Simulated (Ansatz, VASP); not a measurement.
SiO2: VASP beside Ansatz

```
Si O
1.0
     4.19399    0.00000    0.00000
     0.00000    4.19399    0.00000
     0.00000    0.00000    2.67666
Si O
2 4
Cartesian
  0.0000 0.0000 0.0000
  2.0970 2.0970 1.3383
  1.2863 1.2863 0.0000
  0.8107 3.3833 1.3383
  2.9077 2.9077 0.0000
  3.3833 0.8107 1.3383
```

Change from the starting cell: volume scaled by 1.01, crystal datasets.

Alike in both runs: task electric field gradients; functional PBE; k mesh 6 × 6 × 9; occupations fermi-dirac, width 0.03 eV; no spin polarisation.

|  | VASP | Ansatz |
| --- | --- | --- |
| version | VASP 6.6.1 | Ansatz 0.2.0 |
| potentials or method | VASP PAW PBE potentials, release 64 (Si, O), cutoff 520 eV | all-electron PAW with datasets made for the crystal, scalar-relativistic |

|  | VASP | Ansatz | Ansatz less VASP |
| --- | --- | --- | --- |
| gap on the k mesh at the Fermi level (eV) | 5.44 | 5.46 | +0.026 |
| pressure (GPa) | 7.7 | 7.5 | -0.18 |
| traceless stress, the component that is largest in VASP (GPa) | 0.36 | -0.08 | -0.436 |
| rms of the force components (eV/Å) | 0.081 | 0.072 | -0.0093 |
| size of Vzz on the site where it differs most (V/Å²) | 22.6 | 19.8 | -2.79 |

Atom by atom the forces differ by 0.009 eV/Å (rms over components). Ansatz ran all-electron here, and VASP with PAW potentials.
